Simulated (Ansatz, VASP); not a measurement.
# Ca in VASP and in Ansatz

INCAR

```
SYSTEM = Ca
  PREC = Accurate
  ENCUT = 520
  EDIFF = 1E-8
  ISMEAR = -1
  SIGMA = 0.08
  LREAL = .False.
  LASPH = .True.
  NELM = 60
  ALGO = Normal
  ISIF = 2
  LWAVE = .False.
  LCHARG = .False.
  GGA = PE
  LEFG = .True.
  NBANDS = 17
```

Contents of KPOINTS:

```
Automatic mesh
0
Gamma
  11 11 6
  0 0 0
```

File POSCAR:

```
Ca
1.0
    3.9504811935      0.0000000000      0.0000000000
   -1.9752405967      3.4212170707      0.0000000000
    0.0000000000      0.0000000000      6.6178000000
Ca
2
Direct
    0.3333333333      0.6666666667      0.2500000000
    0.6666666667      0.3333333333      0.7500000000
```

Input for Ansatz:

```yaml
crystal:
  lattice:
    - [3.9504811935, 0.0, 0.0]
    - [-1.9752405967, 3.4212170707, 0.0]
    - [0.0, 0.0, 6.6178]
  atoms:
    - { symbol: Ca, position: [0.3333333333, 0.6666666667, 0.25] }
    - { symbol: Ca, position: [0.6666666667, 0.3333333333, 0.75] }
kpoints:
  mp_grid: { grid: [11, 11, 6] }
scf:
  occupations: { method: fermi_dirac, width: 0.08 }
hamiltonian:
  xc: pbe
  pseudopotentials: { kind: all_electron, datasets: crystal }
output:
  forces: true
  stress: true
  eigenvalues: true
  efg: { contact_densities: true }
```

Change from the starting cell: z stretched by +1.5 % at fixed volume, crystal datasets.

Alike in both runs: task electric field gradients; functional PBE; k mesh 11 × 11 × 6; occupations fermi-dirac, width 0.08 eV; no spin polarisation.

|  | VASP | Ansatz |
| --- | --- | --- |
| version | VASP 6.6.1 | Ansatz 0.2.0 |
| potentials or method | VASP PAW PBE potentials, release 64 (Ca_sv), cutoff 520 eV | all-electron PAW with datasets made for the crystal, scalar-relativistic |

|  | VASP | Ansatz | Ansatz less VASP |
| --- | --- | --- | --- |
| pressure (GPa) | -0.8 | -0.8 | -0.01 |
| traceless stress, the component that is largest in VASP (GPa) | -0.44 | -0.44 | 0.000 |
| size of Vzz on the site where it differs most (V/Å²) | 3.8 | 3.7 | -0.10 |

Ansatz ran all-electron here, and VASP with PAW potentials.
